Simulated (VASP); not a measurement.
Set up this calculation in VASP 6.6.1, as the native input.

```
Task                   : single point
Functional             : PBEsol
Potentials or basis    : VASP PAW PBE potentials, release 64 (Ba_sv, Ti_sv, O)
Cutoff                 : 520 eV
k mesh                 : 7 × 7 × 4
Occupations            : fermi-dirac, width 0.05 eV
Spin                   : no spin polarisation
Dipole correction      : no
Further INCAR settings : ALGO = Normal; EDIFF = 1e-07; NBANDS = 51
```

The structure of BaTiO3 lies in POSCAR:

```
BaTiO3
1.0
   -3.9998000000      0.0000000000      0.0000000000
    0.0000000000      0.0000000000     -4.0180000000
    0.0000000000     -7.9996000000      0.0000000000
Ba Ti O
2 2 6
Direct
    0.0014435500      0.0230418600      0.5075926300
    0.9985564500      0.9769581400      0.9924073700
    0.4803298900      0.5631888500      0.2357999500
    0.5196701100      0.4728111500      0.7642000500
    0.4938005300      0.9659728700      0.2581500200
    0.5061994700      0.0020271300      0.7418499800
    0.5076103700      0.4993320300      0.5074435600
    0.4923896300      0.4706679700      0.9925564400
    0.0152243000      0.4884056200      0.2711337500
    0.9847757000      0.4815943800      0.7288662500
```

One way to write it, as run:

INCAR

```
SYSTEM = BaTiO3
ALGO     = Normal         ! electronic algorithm
EDIFF    = 1E-7           ! SCF threshold, eV
ENCUT    = 520            ! plane-wave cutoff, eV
GGA      = PS             ! functional
ISIF     = 2              ! what is computed and relaxed
ISMEAR   = -1             ! smearing method
LASPH    = .TRUE.         ! aspherical terms in the spheres
LCHARG   = .FALSE.        ! write CHGCAR
LREAL    = .FALSE.        ! projectors in reciprocal space
LWAVE    = .FALSE.        ! write WAVECAR
NBANDS   = 51             ! bands
NELM     = 100            ! most SCF steps
PREC     = Accurate       ! precision mode
SIGMA    = 0.05           ! smearing width, eV
```

KPOINTS

```
k-points
0
G
  7 7 4
  0 0 0
```

Potentials or basis: VASP PAW PBE potentials, release 64 (Ba_sv, Ti_sv, O).

Run with:

```console
$ cat potpaw_PBE.64/Ba_sv/POTCAR potpaw_PBE.64/Ti_sv/POTCAR potpaw_PBE.64/O/POTCAR > POTCAR
$ mpirun -np 1 vasp_std > vasp.out
```

It gave:

The pressure is 5.8 GPa. The largest force is 6.838 eV/Å. The band gap on the k mesh is 1.32 eV (least direct gap 1.48 eV).

Caveat: the cell stands under pressure; the PAW data sets were made with another functional, which shifts forces and pressure a little; spin-orbit coupling is left out, which moves the levels of the heavy elements; an odd mesh through Γ misses points on the zone boundary, where band edges can lie.

Wall time 13 min on 1 thread of Intel(R) Xeon(R) Platinum 8259CL CPU @ 2.50GHz (Skylake/Cascade Lake), with other jobs on the host, peak memory 0.6 GiB.
